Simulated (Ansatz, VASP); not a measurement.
**Sn: VASP beside Ansatz**

```
Sn
1.0
    -1.85003    1.85003    1.85003
     1.85003   -1.85003    1.85003
     1.85003    1.85003   -1.85003
Sn
1
Direct
  0.00000 0.00000 0.00000
```

Alike in both runs: task single point; functional PBE; k mesh 6 × 6 × 6; occupations gaussian, width 0.1 eV; no spin polarisation.

|  | VASP | Ansatz |
| --- | --- | --- |
| version | VASP 6.6.1 | Ansatz 0.2.0 |
| potentials or method | VASP PAW PBE potentials, release 64 (Sn_d), cutoff 500 eV | scalar-relativistic, plane waves, PAW |
| valence electrons in the cell | 14 | 14 |

```csv
,VASP,Ansatz,Ansatz less VASP
gap on the k mesh at the Fermi level (eV),none,none,-
pressure (GPa),5.3,5.3,+0.03
```

A gap of «none» marks a metal or a gap that the smearing closes. Ansatz's warnings: force scf threshold loose, stress scf threshold loose.

The k mesh is coarse, so the values compare programs but aren't converged.
